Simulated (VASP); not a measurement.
# ZrSi2 (Fddd) in VASP: single point with PBE

Aim: the single point of ZrSi2 with PBE.

Program: VASP 6.6.1. These are calculated values, not measurements. Logs are shortened: lines on timing, memory, paths and dates and some standing lists are left out, and cuts for length are marked.

**1. The cell of the first run**

The structure is orthorhombic, space group Fddd (No. 70). The conventional cell has a = 5.114 Å, b = 8.699 Å, c = 8.984 Å, α = 90.00°, β = 90.00°, γ = 90.00°. Within 3.6 Å of Zr (site symmetry 222) lie 10 Si at 2.71 to 3.00 Å and 4 Zr at 3.38 Å. Within 3.5 Å of Si (site symmetry 2) lie 9 Si at 2.64 to 3.38 Å and 5 Zr at 2.71 to 3.00 Å.

**2. Single point, PBE**

Input file INCAR:

```
PREC = Accurate
ENCUT = 520
EDIFF = 1E-6
ISMEAR = 0
SIGMA = 0.1
LREAL = F
LASPH = T
NELM = 60
ALGO = Normal
ISIF = 2
LWAVE = F
LCHARG = T
GGA = PE
LELF = T
LVHAR = T
NBANDS = 29
```

Input file KPOINTS:

```
Automatic mesh
0
Gamma
  10 10 10
```

Input file POSCAR:

```
ZrSi2
1.0
    0.0000000000      4.3495863128      4.4920262142
    2.5571166382      0.0000000000      4.4920262142
    2.5571166382      4.3495863128      0.0000000000
Zr Si
2 4
Direct
    0.7500000000      0.7500000000      0.7500000000
    0.5000000000      0.5000000000      0.5000000000
    0.0950788301      0.4049211699      0.0950788301
    0.4049211699      0.0950788301      0.4049211699
    0.1549211699      0.8450788301      0.1549211699
    0.8450788301      0.1549211699      0.8450788301
```

Potentials or basis: VASP PAW PBE potentials, release 64 (Zr_sv, Si).

Started as:

```console
$ cat potpaw_PBE.64/Zr_sv/POTCAR potpaw_PBE.64/Si/POTCAR > POTCAR
$ mpirun -np 1 vasp_std > vasp.out
```

OUTCAR:

```text
PREC = Accurate
   ENCUT = 520
   EDIFF = 1E-6
   ISMEAR = 0
   LREAL = F
   LASPH = T
   NELM = 60
   ISIF = 2
   GGA = PE

 ion  position               nearest neighbor table
   1  0.750  0.750  0.750-   6 2.71   5 2.71   6 2.71   5 2.71   4 2.89   4 2.89   3 2.89   3 2.89
                             3 3.00   4 3.00   2 3.38   2 3.38   2 3.38   2 3.38
   2  0.500  0.500  0.500-   3 2.71   4 2.71   3 2.71   4 2.71   5 2.89   5 2.89   6 2.89   6 2.89
                             5 3.00   6 3.00   1 3.38   1 3.38   1 3.38   1 3.38
   3  0.095  0.405  0.095-   5 2.64   5 2.64   4 2.70   2 2.71   2 2.71   1 2.89   1 2.89   1 3.00
                             4 3.05   4 3.05
   4  0.405  0.095  0.405-   6 2.64   6 2.64   3 2.70   2 2.71   2 2.71   1 2.89   1 2.89   1 3.00
                             3 3.05   3 3.05
   5  0.155  0.845  0.155-   3 2.64   3 2.64   6 2.70   1 2.71   1 2.71   2 2.89   2 2.89   2 3.00
                             6 3.05   6 3.05
   6  0.845  0.155  0.845-   4 2.64   4 2.64   5 2.70   1 2.71   1 2.71   2 2.89   2 2.89   2 3.00
                             5 3.05   5 3.05

  LATTYP: Found a face centered orthorhombic cell.
 ALAT       =     5.1142332764
 B/A-ratio  =     1.7009729818
 C/A-ratio  =     1.7566763076

  Lattice vectors:

 A1 = (   0.0000000000,   4.3495863128,   4.4920262142)
 A2 = (   2.5571166382,   0.0000000000,   4.4920262142)
 A3 = (   2.5571166382,   4.3495863128,   0.0000000000)

Analysis of symmetry for initial positions (statically):
=====================================================================
 Subroutine PRICEL returns:
 Original cell was already a primitive cell.

 Routine SETGRP: Setting up the symmetry group for a
 face centered orthorhombic supercell.

 Subroutine GETGRP returns: Found  8 space group operations
 (whereof  4 operations were pure point group operations)
 out of a pool of  8 trial point group operations.

The static configuration has the point symmetry D_2 .
 The point group associated with its full space group is D_2h.

Analysis of symmetry for dynamics (positions and initial velocities):
=====================================================================
 Subroutine PRICEL returns:
 Original cell was already a primitive cell.

 Routine SETGRP: Setting up the symmetry group for a
 face centered orthorhombic supercell.

 Subroutine GETGRP returns: Found  8 space group operations
 (whereof  4 operations were pure point group operations)
 out of a pool of  8 trial point group operations.

The dynamic configuration has the point symmetry D_2 .
 The point group associated with its full space group is D_2h.

 Subroutine INISYM returns: Found  8 space group operations
 (whereof  4 operations are pure point group operations),
 and found     1 'primitive' translations

----------------------------------------------------------------------------------------

                                     Primitive cell

  volume of cell :      99.9242

  direct lattice vectors                    reciprocal lattice vectors
     0.000000000  4.349586313  4.492026214    -0.195532731  0.114953461  0.111308344
     2.557116638  0.000000000  4.492026214     0.195532731 -0.114953461  0.111308344
     2.557116638  4.349586313  0.000000000     0.195532731  0.114953461 -0.111308344

  length of vectors
     6.252775432  5.168863029  5.045567024     0.252659642  0.252659642  0.252659642

  position of ions in fractional coordinates (direct lattice)
     0.750000000  0.750000000  0.750000000
     0.500000000  0.500000000  0.500000000
     0.095078830  0.404921170  0.095078830
     0.404921170  0.095078830  0.404921170
     0.154921170  0.845078830  0.154921170
     0.845078830  0.154921170  0.845078830

  ion indices of the primitive-cell ions
   primitive index   ion index
                 1           1
                 2           2
                 3           3
                 4           4
                 5           5
                 6           6

----------------------------------------------------------------------------------------

 KPOINTS: Automatic mesh

Automatic generation of k-mesh.
 Grid dimensions read from file:
 generate k-points for:   10   10   10

 Generating k-lattice:

  Cartesian coordinates                     Fractional coordinates (reciprocal lattice)
    -0.019553273  0.011495346  0.011130834     0.100000000 -0.000000000  0.000000000
     0.019553273 -0.011495346  0.011130834    -0.000000000  0.100000000 -0.000000000
     0.019553273  0.011495346 -0.011130834     0.000000000  0.000000000  0.100000000

  Length of vectors
     0.025265964  0.025265964  0.025265964

  Shift w.r.t. Gamma in fractional coordinates (k-lattice)
     0.000000000  0.000000000  0.000000000

 Subroutine IBZKPT returns following result:
 ===========================================

 Found    171 irreducible k-points:

 Following reciprocal coordinates:
            Coordinates               Weight
  0.000000  0.000000  0.000000      1.000000
  0.100000  0.000000  0.000000      8.000000
  0.200000  0.000000  0.000000      8.000000
  0.300000 -0.000000 -0.000000      8.000000
  0.400000  0.000000 -0.000000      8.000000
  0.500000 -0.000000 -0.000000      4.000000
[... 16 lines left out ...]
  0.300000  0.300000  0.000000      2.000000
  0.400000  0.300000 -0.000000      8.000000
 [... further k-points ...]
   k-points           NKPTS =    171   k-points in BZ     NKDIM =    171   number of bands    NBANDS=     29
   number of dos      NEDOS =    301   number of ions     NIONS =      6
   total plane-waves  NPLWV =  76800
   dimension x,y,z NGX =    48 NGY =   40 NGZ =   40
   dimension x,y,z NGXF=    96 NGYF=   80 NGZF=   80
   ions per type =               2   4
   NGX,Y,Z   is equivalent  to a cutoff of  12.76, 12.87, 13.18 a.u.
   NGXF,Y,Z  is equivalent  to a cutoff of  25.52, 25.73, 26.36 a.u.
 SYSTEM =  unknown system
   PREC   = accura    normal or accurate (medium, high low for compatibility)
   ISTART =      0    job   : 0-new  1-cont  2-samecut
   ICHARG =      2    charge: 1-file 2-atom 10-const
   ISPIN  =      1    spin polarized calculation?
   LNONCOLLINEAR =      F non collinear calculations
   LSORBIT =      F    spin-orbit coupling
   LASPH  =      T    aspherical Exc in radial PAW
   ENCUT  =  520.0 eV  38.22 Ry    6.18 a.u.  11.63  9.61  9.38*2*pi/ulx,y,z
   NELM   =     60;   NELMIN=  2; NELMDL= -5     # of ELM steps
   EDIFF  = 0.1E-05   stopping-criterion for ELM
   LREAL  =      F    real-space projection
   EDIFFG = 0.1E-04   stopping-criterion for IOM
   NSW    =      0    number of steps for IOM
   IBRION =     -1    ionic relax: 0-MD 1-quasi-New 2-CG
   NFREE  =      0    steps in history (QN), initial steepest desc. (CG)
   ISIF   =      2    stress and relaxation
   ISYM   =      2    0-nonsym 1-usesym 2-fastsym
   POTIM  = 0.5000    time-step for ionic-motion
   TEBEG  =    0.0;   TEEND  =   0.0 temperature during run
   PSTRESS=    0.0 pullay stress
   NELECT =      40.0000    total number of electrons
   NUPDOWN=      -1.0000    fix difference up-down
   EMIN   =  10.00;   EMAX   =-10.00  energy-range for DOS
   EFERMI =   0.00;   METHOD = LEGACY
   ISMEAR =     0;   SIGMA  =   0.10  broadening in eV -4-tet -1-fermi 0-gaus
   EFERMI_NEDOS =   21; number of points for ismear=-14 and -15
   IALGO  =     38    algorithm
   IMIX   =      4    mixing-type and parameters
     AMIX     =   0.40;   BMIX     =  1.00
     AMIX_MAG =   1.60;   BMIX_MAG =  1.00
  volume/ion in A,a.u.               =      16.65       112.39
  Fermi-wavevector in a.u.,A,eV,Ry     =   1.206529  2.280010 19.806180  1.455713
  Thomas-Fermi vector in A             =   2.342194
   LORBIT       =      0    0 simple, 1 ext, 2 COOP (PROOUT), +10 PAW based schemes
   GGA     = PE    functional components
   LHFCALC =     F    Hartree Fock is set to
   AEXX    =    0.0000 exact exchange contribution
   IVDW    =     0    specifies the selected vdW correction
   LEPSILON=     F    determine dielectric tensor
   LRPA    =     F    only Hartree local field effects (RPA)
 non-spin polarized calculation
 Gauss-broadening in eV      SIGMA  =   0.10
  energy-cutoff  :      520.00
  volume of cell :       99.92
 maximum number of plane-waves:      2720
   NGX = 23   NGY = 19   NGZ = 19

 number of electron      40.0000000 magnetization

 Free energy of the ion-electron system (eV)
  ---------------------------------------------------
  ext. energy  EPLUGINS =         0.00000000
  ---------------------------------------------------
  free energy    TOTEN  =       -42.12756413 eV

  energy without entropy =      -42.11761984  energy(sigma->0) =      -42.12259198

 E-fermi :   9.4563     XC(G=0): -11.3336

 val. band max:        9.4499059528   @ k =  -0.2000   0.2000   0.0000
 cond. band min:       9.4608511295   @ k =  -0.4000   0.0000   0.1000
 fundamental gap:      0.0109451768
 Fermi energy:         9.4563354450

 k-point     1 :       0.0000    0.0000    0.0000
  band No.  band energies     occupation
      1     -38.5799      2.00000
      2     -38.5263      2.00000
      3     -16.8316      2.00000
      4     -16.7959      2.00000
      5     -16.7111      2.00000
      6     -16.6805      2.00000
[... 21 lines left out ...]
     28      14.5152      0.00000
     29      15.0044      0.00000

 k-point     2 :       0.1000    0.0000    0.0000
  band No.  band energies     occupation
      1     -38.5789      2.00000
      2     -38.5273      2.00000
      3     -16.8313      2.00000
      4     -16.7962      2.00000
      5     -16.7140      2.00000
      6     -16.6797      2.00000
[... 21 lines left out ...]
     28      14.3328      0.00000
     29      14.3595      0.00000

 k-point     3 :       0.2000    0.0000    0.0000
  band No.  band energies     occupation
      1     -38.5761      2.00000
      2     -38.5300      2.00000
      3     -16.8320      2.00000
      4     -16.7961      2.00000
      5     -16.7230      2.00000
      6     -16.6753      2.00000
[... 21 lines left out ...]
     28      14.1475      0.00000
     29      14.7509      0.00000

 k-point     4 :       0.3000   -0.0000   -0.0000
  band No.  band energies     occupation
      1     -38.5720      2.00000
      2     -38.5339      2.00000
      3     -16.8352      2.00000
      4     -16.7950      2.00000
      5     -16.7373      2.00000
      6     -16.6640      2.00000
[... 21 lines left out ...]
     28      14.0925      0.00000
     29      14.8644      0.00000

 k-point     5 :       0.4000    0.0000   -0.0000
  band No.  band energies     occupation
      1     -38.5679      2.00000
      2     -38.5378      2.00000
      3     -16.8387      2.00000
      4     -16.7935      2.00000
      5     -16.7519      2.00000
      6     -16.6467      2.00000
[... 21 lines left out ...]
     28      14.3343      0.00000
     29      15.0332      0.00000
[... 510 lines left out ...]
     28      14.1169      0.00000
     29      14.4754      0.00000

 k-point    22 :      -0.2000    0.2000    0.0000
  band No.  band energies     occupation
      1     -38.5703      2.00000
      2     -38.5355      2.00000
      3     -16.8441      2.00000
      4     -16.7940      2.00000
      5     -16.7314      2.00000
      6     -16.6806      2.00000
[... 21 lines left out ...]
     28      14.2901      0.00000
     29      14.4110      0.00000

 k-point    23 :       0.3000    0.3000    0.0000
  band No.  band energies     occupation
      1     -38.5688      2.00000
      2     -38.5373      2.00000
      3     -16.7966      2.00000
      4     -16.7855      2.00000
      5     -16.7469      2.00000
      6     -16.6382      2.00000
[... 21 lines left out ...]
     28      14.2639      0.00000
     29      14.3193      0.00000

 k-point    24 :       0.4000    0.3000   -0.0000
  band No.  band energies     occupation
      1     -38.5649      2.00000
      2     -38.5411      2.00000
      3     -16.8028      2.00000
      4     -16.7682      2.00000
      5     -16.7557      2.00000
      6     -16.6505      2.00000
[... 21 lines left out ...]
     28      14.1188      0.00000
     29      14.2626      0.00000

 [... further k-points ...]

------------------------ aborting loop because EDIFF is reached ----------------------------------------

  FORCE on cell =-STRESS in cart. coord.  units (eV):
  Direction    XX          YY          ZZ          XY          YZ          ZX
  --------------------------------------------------------------------------------------
  -------------------------------------------------------------------------------------
  Total        0.0225142      0.0099692      0.0162307      0.0000000      0.0000000      0.0000000
  in kB        0.3609905      0.1598460      0.2602412      0.0000000      0.0000000      0.0000000
  external PRESSURE =       0.2603593 kB  Pullay stress =       0.0000000 kB

 VOLUME and BASIS-vectors are now :
 -----------------------------------------------------------------------------
  energy-cutoff  :      520.00
  volume of cell :       99.92
      direct lattice vectors                 reciprocal lattice vectors
     0.000000000  4.349586313  4.492026214    -0.195532731  0.114953461  0.111308344
     2.557116638  0.000000000  4.492026214     0.195532731 -0.114953461  0.111308344
     2.557116638  4.349586313  0.000000000     0.195532731  0.114953461 -0.111308344

 POSITION                                       TOTAL-FORCE (eV/Angst)
 -----------------------------------------------------------------------------------
      3.83567      6.52438      6.73804         0.000000      0.000000      0.000000
      2.55712      4.34959      4.49203        -0.000000      0.000000      0.000000
      1.27856      0.82711      2.24601        -0.000000      0.002985      0.000000
      1.27856      3.52248      2.24601        -0.000000     -0.002985      0.000000
      2.55712      1.34769      4.49203         0.000000     -0.002985     -0.000000
      2.55712      7.35149      4.49203         0.000000      0.002985     -0.000000
 -----------------------------------------------------------------------------------
    total drift:                               -0.000000     -0.000000     -0.000000

  FREE ENERGIE OF THE ION-ELECTRON SYSTEM (eV)
  ---------------------------------------------------
  free  energy   TOTEN  =       -42.1275641284 eV

  energy  without entropy=      -42.1176198403  energy(sigma->0) =      -42.12259198
```

It took 7.1 min on 1 thread of Intel Xeon Platinum 8488C (Sapphire Rapids), shared host; peak memory 0.54 GiB.

What came out:

| Quantity | Value |
| --- | --- |
| Free energy | -42.1276 eV |
| Pressure | 0.0 GPa |
| Band gap on the k mesh | zero (bands 20 and 21 overlap by 1.91 eV) |

Forces in eV/Å, atoms in the order of the input:
```
Zr   0.000  0.000  0.000
Zr   0.000  0.000  0.000
Si   0.000  0.003  0.000
Si   0.000 -0.003  0.000
Si   0.000 -0.003  0.000
Si   0.000  0.003  0.000
```

Levels at points of the mesh, in eV from the Fermi level:
| k point | band 16 | band 17 | band 18 | band 19 | band 20 | band 21 | band 22 | band 23 | band 24 | band 25 |
| --- | --- | --- | --- | --- | --- | --- | --- | --- | --- | --- |
| (0.00, 0.00, 0.00) | -2.20 | -1.69 | -1.61 | -1.37 | -1.06 | -0.51 | 3.27 | 3.32 | 3.57 | 4.33 |
| (0.50, 0.00, 0.00) | -1.99 | -1.93 | -1.05 | 0.05 | 0.22 | 1.07 | 1.45 | 1.73 | 2.36 | 2.90 |
| (0.50, 0.50, 0.00) | -2.75 | -1.35 | -1.35 | -0.52 | -0.52 | 0.78 | 0.78 | 2.85 | 2.85 | 3.72 |
| (0.50, 0.00, 0.50) | -2.25 | -1.55 | -1.55 | -1.05 | -1.05 | 1.58 | 1.58 | 3.76 | 3.76 | 4.06 |
| (0.00, 0.50, 0.50) | -1.26 | -1.12 | -1.12 | -0.60 | -0.60 | 1.06 | 1.06 | 2.43 | 2.43 | 3.77 |
